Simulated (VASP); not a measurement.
# Co (P6_3/mmc) in VASP: notebook

Co is run at these levels: RPBE, r2SCAN+D3(BJ); tasks: single point.

All numbers are computed with VASP 6.6.1; they aren't measurements. Logs are shortened: lines on timing, memory, paths and dates and some standing lists are left out, and cuts for length are marked.

### 1 The cell of the first run

It takes space group P6_3/mmc (No. 194, hexagonal). Conventional cell: a = 2.487 Å, b = 2.487 Å, c = 8.142 Å, α = 90.00°, β = 90.00°, γ = 120.00°. Within 3.3 Å of Co (site symmetry -6m2) lie 12 Co at 2.49 Å. Co (site symmetry -3m) has 12 Co at 2.49 Å within 3.3 Å.

### 2 Single point, RPBE, collinear spin, ferromagnetic start

File INCAR:

```
SYSTEM = Co
PREC = Accurate
ENCUT = 520
EDIFF = 1E-7
ISMEAR = -1
SIGMA = 0.05
LREAL = .FALSE.
LASPH = .TRUE.
NELM = 150
ALGO = Normal
ISIF = 2
LWAVE = .FALSE.
LCHARG = .TRUE.
ISPIN = 2
MAGMOM = 2 2 2 2
LORBIT = 11
LMAXMIX = 4
GGA = RP
LELF = .TRUE.
LVHAR = .TRUE.
NBANDS = 30
```

File KPOINTS:

```
regular mesh
0
G
  12 12 4
  0 0 0
```

File POSCAR:

```
Co
1.0
    2.4869235940      0.0000000000      0.0000000000
   -1.2434617971      2.1537390097      0.0000000000
    0.0000000000      0.0000000000      8.1417998233
Co
4
Direct
    0.6666666667      0.3333333333      0.7500000000
    0.0000000000      0.0000000000      0.5000000000
    0.3333333333      0.6666666667      0.2500000000
    0.0000000000      0.0000000000      0.0000000000
```

Potentials or basis: VASP PAW PBE potentials, release 64 (Co).

Command:

```sh
$ cat potpaw_PBE.64/Co/POTCAR > POTCAR
$ mpirun -np 1 vasp_std > vasp.out
```

OUTCAR:

```text
SYSTEM = Co
   PREC = Accurate
   ENCUT = 520
   EDIFF = 1E-7
   ISMEAR = -1
   LREAL = .FALSE.
   LASPH = .TRUE.
   NELM = 150
   ISIF = 2
   ISPIN = 2
   LORBIT = 11
   GGA = RP

 ion  position               nearest neighbor table
   1  0.667  0.333  0.750-   2 2.49   4 2.49   2 2.49   4 2.49   2 2.49   4 2.49
   2  0.000  0.000  0.500-   1 2.49   3 2.49   1 2.49   3 2.49   1 2.49   3 2.49
   3  0.333  0.667  0.250-   2 2.49   4 2.49   2 2.49   4 2.49   2 2.49   4 2.49
   4  0.000  0.000  0.000-   1 2.49   3 2.49   1 2.49   3 2.49   1 2.49   3 2.49

  LATTYP: Found a hexagonal cell.
 ALAT       =     2.4869235940
 C/A-ratio  =     3.2738439745

  Lattice vectors:

 A1 = (   2.4869235940,   0.0000000000,   0.0000000000)
 A2 = (  -1.2434617971,   2.1537390097,   0.0000000000)
 A3 = (   0.0000000000,   0.0000000000,   8.1417998233)

Analysis of symmetry for initial positions (statically):
=====================================================================
 Subroutine PRICEL returns:
 Original cell was already a primitive cell.

 Routine SETGRP: Setting up the symmetry group for a
 hexagonal supercell.

 Subroutine GETGRP returns: Found 24 space group operations
 (whereof 12 operations were pure point group operations)
 out of a pool of 24 trial point group operations.

The static configuration has the point symmetry D_3d.
 The point group associated with its full space group is D_6h.

Analysis of symmetry for dynamics (positions and initial velocities):
=====================================================================
 Subroutine PRICEL returns:
 Original cell was already a primitive cell.

 Routine SETGRP: Setting up the symmetry group for a
 hexagonal supercell.

 Subroutine GETGRP returns: Found 24 space group operations
 (whereof 12 operations were pure point group operations)
 out of a pool of 24 trial point group operations.

The dynamic configuration has the point symmetry D_3d.
 The point group associated with its full space group is D_6h.

Analysis of structural, dynamic, and magnetic symmetry:
=====================================================================
 Subroutine PRICEL returns:
 Original cell was already a primitive cell.

 Routine SETGRP: Setting up the symmetry group for a
 hexagonal supercell.

 Subroutine GETGRP returns: Found 24 space group operations
 (whereof 12 operations were pure point group operations)
 out of a pool of 24 trial point group operations.

The overall configuration has the point symmetry D_3d.
 The point group associated with its full space group is D_6h.

 Subroutine INISYM returns: Found 24 space group operations
 (whereof 12 operations are pure point group operations),
 and found     1 'primitive' translations

----------------------------------------------------------------------------------------

                                     Primitive cell

  volume of cell :      43.6090

  direct lattice vectors                    reciprocal lattice vectors
     2.486923594  0.000000000  0.000000000     0.402103226  0.232154406  0.000000000
    -1.243461797  2.153739010  0.000000000     0.000000000  0.464308812  0.000000000
     0.000000000  0.000000000  8.141799823     0.000000000  0.000000000  0.122822966

  length of vectors
     2.486923594  2.486923594  8.141799823     0.464308812  0.464308812  0.122822966

  position of ions in fractional coordinates (direct lattice)
     0.666666667  0.333333333  0.750000000
     0.000000000  0.000000000  0.500000000
     0.333333333  0.666666667  0.250000000
     0.000000000  0.000000000  0.000000000

  ion indices of the primitive-cell ions
   primitive index   ion index
                 1           1
                 2           2
                 3           3
                 4           4

----------------------------------------------------------------------------------------

 KPOINTS: regular mesh

Automatic generation of k-mesh.
 Grid dimensions read from file:
 generate k-points for:   12   12    4

 Generating k-lattice:

  Cartesian coordinates                     Fractional coordinates (reciprocal lattice)
     0.033508602  0.019346200  0.000000000     0.083333333  0.000000000  0.000000000
     0.000000000  0.038692401  0.000000000     0.000000000  0.083333333  0.000000000
     0.000000000  0.000000000  0.030705741     0.000000000  0.000000000  0.250000000

  Length of vectors
     0.038692401  0.038692401  0.030705741

  Shift w.r.t. Gamma in fractional coordinates (k-lattice)
     0.000000000  0.000000000  0.000000000

 Subroutine IBZKPT returns following result:
 ===========================================

 Found     57 irreducible k-points:

 Following reciprocal coordinates:
            Coordinates               Weight
  0.000000  0.000000  0.000000      1.000000
  0.083333 -0.000000  0.000000      6.000000
  0.166667 -0.000000  0.000000      6.000000
  0.250000 -0.000000  0.000000      6.000000
  0.333333 -0.000000  0.000000      6.000000
  0.416667  0.000000  0.000000      6.000000
[... 16 lines left out ...]
  0.250000 -0.000000  0.250000     12.000000
  0.333333 -0.000000  0.250000     12.000000
 [... further k-points ...]
   k-points           NKPTS =     57   k-points in BZ     NKDIM =     57   number of bands    NBANDS=     30
   number of dos      NEDOS =    301   number of ions     NIONS =      4
   total plane-waves  NPLWV =  20736
   dimension x,y,z NGX =    18 NGY =   18 NGZ =   64
   dimension x,y,z NGXF=    36 NGYF=   36 NGZF=  128
   ions per type =               4
   NGX,Y,Z   is equivalent  to a cutoff of  12.03, 12.03, 13.07 a.u.
   NGXF,Y,Z  is equivalent  to a cutoff of  24.07, 24.07, 26.14 a.u.
 SYSTEM =  Co
   PREC   = accura    normal or accurate (medium, high low for compatibility)
   ISTART =      0    job   : 0-new  1-cont  2-samecut
   ICHARG =      2    charge: 1-file 2-atom 10-const
   ISPIN  =      2    spin polarized calculation?
   LNONCOLLINEAR =      F non collinear calculations
   LSORBIT =      F    spin-orbit coupling
   LASPH  =      T    aspherical Exc in radial PAW
   ENCUT  =  520.0 eV  38.22 Ry    6.18 a.u.   4.62  4.62 15.14*2*pi/ulx,y,z
   NELM   =    150;   NELMIN=  2; NELMDL= -5     # of ELM steps
   EDIFF  = 0.1E-06   stopping-criterion for ELM
   LREAL  =      F    real-space projection
   EDIFFG = 0.1E-05   stopping-criterion for IOM
   NSW    =      0    number of steps for IOM
   IBRION =     -1    ionic relax: 0-MD 1-quasi-New 2-CG
   NFREE  =      0    steps in history (QN), initial steepest desc. (CG)
   ISIF   =      2    stress and relaxation
   ISYM   =      2    0-nonsym 1-usesym 2-fastsym
   POTIM  = 0.5000    time-step for ionic-motion
   TEBEG  =    0.0;   TEEND  =   0.0 temperature during run
   PSTRESS=    0.0 pullay stress
   NELECT =      36.0000    total number of electrons
   NUPDOWN=      -1.0000    fix difference up-down
   EMIN   =  10.00;   EMAX   =-10.00  energy-range for DOS
   EFERMI =   0.00;   METHOD = LEGACY
   ISMEAR =    -1;   SIGMA  =   0.05  broadening in eV -4-tet -1-fermi 0-gaus
   EFERMI_NEDOS =   21; number of points for ismear=-14 and -15
   IALGO  =     38    algorithm
   IMIX   =      4    mixing-type and parameters
     AMIX     =   0.40;   BMIX     =  1.00
     AMIX_MAG =   1.60;   BMIX_MAG =  1.00
  volume/ion in A,a.u.               =      10.90        73.57
  Fermi-wavevector in a.u.,A,eV,Ry     =   1.535738  2.902123 32.089204  2.358490
  Thomas-Fermi vector in A             =   2.642484
   LORBIT       =     11    0 simple, 1 ext, 2 COOP (PROOUT), +10 PAW based schemes
   GGA     = RP    functional components
   LHFCALC =     F    Hartree Fock is set to
   AEXX    =    0.0000 exact exchange contribution
   IVDW    =     0    specifies the selected vdW correction
   LEPSILON=     F    determine dielectric tensor
   LRPA    =     F    only Hartree local field effects (RPA)
 spin polarized calculation
  energy-cutoff  :      520.00
  volume of cell :       43.61
 maximum number of plane-waves:      1194
   NGX =  9   NGY =  9   NGZ = 31

 number of electron      36.0000014 magnetization       6.6817859

 Free energy of the ion-electron system (eV)
  ---------------------------------------------------
  ext. energy  EPLUGINS =         0.00000000
  ---------------------------------------------------
  free energy    TOTEN  =       -26.03787169 eV

  energy without entropy =      -26.00473398  energy(sigma->0) =      -26.02130284

 E-fermi :  10.3993     XC(G=0): -13.2659

 val. band max:       10.3990647678   @ k =   0.2500   0.0833   0.0000
 cond. band min:      10.4080712861   @ k =   0.1667   0.0833   0.0000
 fundamental gap:      0.0090065183
 Fermi energy:        10.3992801357

 spin component 1

 k-point     1 :       0.0000    0.0000    0.0000
  band No.  band energies     occupation
      1       1.4657      1.00000
      2       3.6469      1.00000
      3       3.6769      1.00000
      4       5.2006      1.00000
      5       7.3283      1.00000
      6       7.3612      1.00000
[... 22 lines left out ...]
     29      32.7816      0.00000
     30      33.6950      0.00000

 k-point     2 :       0.0833   -0.0000    0.0000
  band No.  band energies     occupation
      1       1.7100      1.00000
      2       3.8557      1.00000
      3       3.8852      1.00000
      4       5.3524      1.00000
      5       7.1764      1.00000
      6       7.2627      1.00000
[... 22 lines left out ...]
     29      31.7620      0.00000
     30      31.8490      0.00000

 k-point     3 :       0.1667   -0.0000    0.0000
  band No.  band energies     occupation
      1       2.4163      1.00000
      2       4.4147      1.00000
      3       4.4432      1.00000
      4       5.7339      1.00000
      5       6.9127      1.00000
      6       7.0541      1.00000
[... 682 lines left out ...]
     29      26.2371      0.00000
     30      28.6606      0.00000

 k-point    24 :       0.3333   -0.0000    0.2500
  band No.  band energies     occupation
      1       4.6829      1.00000
      2       5.0667      1.00000
      3       5.5725      1.00000
      4       6.0092      1.00000
      5       6.2848      1.00000
      6       6.4018      1.00000
[... 22 lines left out ...]
     29      24.9576      0.00000
     30      25.7941      0.00000

 [... further k-points ...]

 spin component 2

 k-point     1 :       0.0000    0.0000    0.0000
  band No.  band energies     occupation
      1       1.4277      1.00000
      2       3.6980      1.00000
      3       3.7007      1.00000
      4       6.1468      1.00000
      5       8.7133      1.00000
      6       8.7822      1.00000
[... 22 lines left out ...]
     29      32.4037      0.00000
     30      33.3499      0.00000

 k-point     2 :       0.0833   -0.0000    0.0000
  band No.  band energies     occupation
      1       1.6728      1.00000
      2       3.9127      1.00000
      3       3.9153      1.00000
      4       6.3200      1.00000
      5       8.5923      1.00000
      6       8.7269      1.00000
[... 22 lines left out ...]
     29      31.6122      0.00000
     30      31.7743      0.00000

 k-point     3 :       0.1667   -0.0000    0.0000
  band No.  band energies     occupation
      1       2.3865      1.00000
      2       4.5131      1.00000
      3       4.5155      1.00000
      4       6.7717      1.00000
      5       8.3431      1.00000
      6       8.4909      1.00000
[... 682 lines left out ...]
     29      26.5794      0.00000
     30      28.9100      0.00000

 k-point    24 :       0.3333   -0.0000    0.2500
  band No.  band energies     occupation
      1       4.9034      1.00000
      2       5.5598      1.00000
      3       6.4976      1.00000
      4       7.2189      1.00000
      5       7.5261      1.00000
      6       7.7709      1.00000
[... 22 lines left out ...]
     29      25.2958      0.00000
     30      26.1612      0.00000

 [... further k-points ...]
[... 5 lines left out ...]
  --------------------------------------------------------------------------------------
  -------------------------------------------------------------------------------------
  Total        1.8120569      1.8120569      0.8392159     -0.0000000     -0.0000000      0.0000000
  in kB       66.5742783     66.5742783     30.8324730     -0.0000000     -0.0000000      0.0000000
  external PRESSURE =      54.6603432 kB  Pullay stress =       0.0000000 kB

 VOLUME and BASIS-vectors are now :
 -----------------------------------------------------------------------------
  energy-cutoff  :      520.00
  volume of cell :       43.61
      direct lattice vectors                 reciprocal lattice vectors
     2.486923594  0.000000000  0.000000000     0.402103226  0.232154406  0.000000000
    -1.243461797  2.153739010  0.000000000     0.000000000  0.464308812  0.000000000
     0.000000000  0.000000000  8.141799823     0.000000000  0.000000000  0.122822966

 POSITION                                       TOTAL-FORCE (eV/Angst)
 -----------------------------------------------------------------------------------
      1.24346      0.71791      6.10635        -0.000000      0.000000     -0.000000
      0.00000      0.00000      4.07090        -0.000000      0.000000      0.000000
     -0.00000      1.43583      2.03545         0.000000     -0.000000      0.000000
      0.00000      0.00000      0.00000         0.000000      0.000000      0.000000
 -----------------------------------------------------------------------------------
    total drift:                                0.000000     -0.000000      0.000000

  FREE ENERGIE OF THE ION-ELECTRON SYSTEM (eV)
  ---------------------------------------------------
  free  energy   TOTEN  =       -26.0378716929 eV

  energy  without entropy=      -26.0047339819  energy(sigma->0) =      -26.02130284

 total charge

# of ion       s       p       d       tot
------------------------------------------
    1        0.491   0.524   7.246   8.261
    2        0.492   0.520   7.255   8.266
    3        0.491   0.524   7.246   8.261
    4        0.492   0.520   7.255   8.266
--------------------------------------------------
tot          1.964   2.086  29.003  33.053

 magnetization (x)

# of ion       s       p       d       tot
------------------------------------------
    1       -0.013  -0.055   1.770   1.701
    2       -0.014  -0.052   1.749   1.683
    3       -0.013  -0.055   1.770   1.701
    4       -0.014  -0.052   1.749   1.683
--------------------------------------------------
tot         -0.054  -0.215   7.037   6.768
```

Wall time 83 s (1 thread of Intel Xeon 6975P-C (Granite Rapids), shared host); peak memory 0.23 GiB.

What came out:

- Free energy: -26.0379 eV
- Pressure: 5.5 GPa
- Net moment: 6.68 μB per cell
- Site moments: Co +1.70, +1.68 (each value once) μB
- Valence electrons inside the program's atomic spheres: Co 8.26, 8.27 (each value once)

Stress tensor (GPa, compression positive):
```
6.66 0.00 0.00
0.00 6.66 0.00
0.00 0.00 3.08
```

Caveat: the cell stands under pressure; the PAW data sets were made with another functional, which shifts forces and pressure a little.

### 3 Single point, r2SCAN+D3(BJ), collinear spin, ferromagnetic start

This run uses another cell than the first one, of 10.26 Å³/atom.

File POSCAR:

```
Co
1.0
    2.4371717178      0.0000000000      0.0000000000
   -1.2185858589      2.1106526210      0.0000000000
    0.0000000000      0.0000000000      7.9789199430
Co
4
Direct
    0.6666666667      0.3333333333      0.7500000000
    0.0000000000      0.0000000000      0.5000000000
    0.3333333333      0.6666666667      0.2500000000
    0.0000000000      0.0000000000      0.0000000000
```

File INCAR.step1:

```
SYSTEM = Co
ALGO = Normal ; EDIFF = 1E-4
ENCUT = 520 ; GGA = PE
ISMEAR = -1 ; ISPIN = 2
LASPH = .True. ; LCHARG = .False.
LMAXMIX = 4 ; LREAL = .False.
LWAVE = .True. ; MAGMOM = 2 2 2 2
NBANDS = 30 ; NELM = 150
PREC = Accurate ; SIGMA = 0.05
```

File INCAR.step2:

```
SYSTEM = Co
ALGO = Normal ; EDIFF = 1E-7
ENCUT = 520 ; ISIF = 2
ISMEAR = -1 ; ISPIN = 2
ISTART = 1 ; IVDW = 12
LASPH = .True. ; LCHARG = .False.
LMAXMIX = 4 ; LMIXTAU = .True.
LORBIT = 11 ; LREAL = .False.
LWAVE = .False. ; MAGMOM = 2 2 2 2
METAGGA = R2SCAN ; NBANDS = 30
NELM = 150 ; PREC = Accurate
SIGMA = 0.05 ; VDW_A1 = 0.49484001
VDW_A2 = 5.73083694 ; VDW_S6 = 1.0
VDW_S8 = 0.78981345
```

File KPOINTS:

```
k-points
0
Gamma
  12 12 4
  0 0 0
```

Potentials or basis: VASP PAW PBE potentials, release 64 (Co).

Command:

```sh
$ cat potpaw_PBE.64/Co/POTCAR > POTCAR
$ cp INCAR.step1 INCAR
$ mpirun -np 1 vasp_std > vasp.out
$ cp INCAR.step2 INCAR
$ mpirun -np 1 vasp_std > vasp.out
```

Wall time 4.9 min (1 thread of Intel Xeon 6975P-C (Granite Rapids), shared host); peak memory 0.25 GiB.

The run converged. Its results:

```yaml
Free_energy: -53.6709 eV
Pressure: 6.8 GPa
Net_moment: 7.02 μB per cell
Site_moments: Co +1.81, +1.79 (each value once) μB
Valence_electrons_inside_the_program's_atomic_spheres: Co 8.41, 8.42 (each value once)
Dispersion_energy_per_atom: -0.207 eV
```

Stress tensor (GPa, compression positive):
```
7.23 0.00 0.00
0.00 7.23 0.00
0.00 0.00 5.95
```

Levels at points of the mesh, in eV from the Fermi level:
Spin up:
```csv
k point,band 20,band 21,band 22,band 23,band 24,band 25
"(0.00, 0.00, 0.00)",-1.98,-1.98,-1.56,-1.56,-0.55,6.40
"(0.50, 0.00, 0.00)",-1.22,0.02,1.23,2.28,3.03,7.26
"(0.00, 0.00, 0.50)",-2.47,-1.74,-1.74,-1.74,-1.74,9.61
"(0.50, 0.00, 0.50)",-1.27,0.94,0.94,2.71,2.71,7.65
```
Spin down:
```
           k point  band 11  band 12  band 13  band 14  band 15  band 16  band 17  band 18
(0.00, 0.00, 0.00)    -1.17    -1.03    -0.94    -0.94    -0.91    -0.91     0.38     0.38
(0.50, 0.00, 0.00)    -0.93    -0.05     0.02     0.12     1.15     1.40     1.42     1.45
(0.00, 0.00, 0.50)    -1.12    -1.12    -1.05    -1.05    -1.05    -1.05     0.54     0.54
(0.50, 0.00, 0.50)    -0.83    -0.83    -0.44    -0.44     1.03     1.03     1.47     1.47
```

Caveat: the cell stands under pressure; the PAW data sets were made with another functional, which shifts forces and pressure a little.
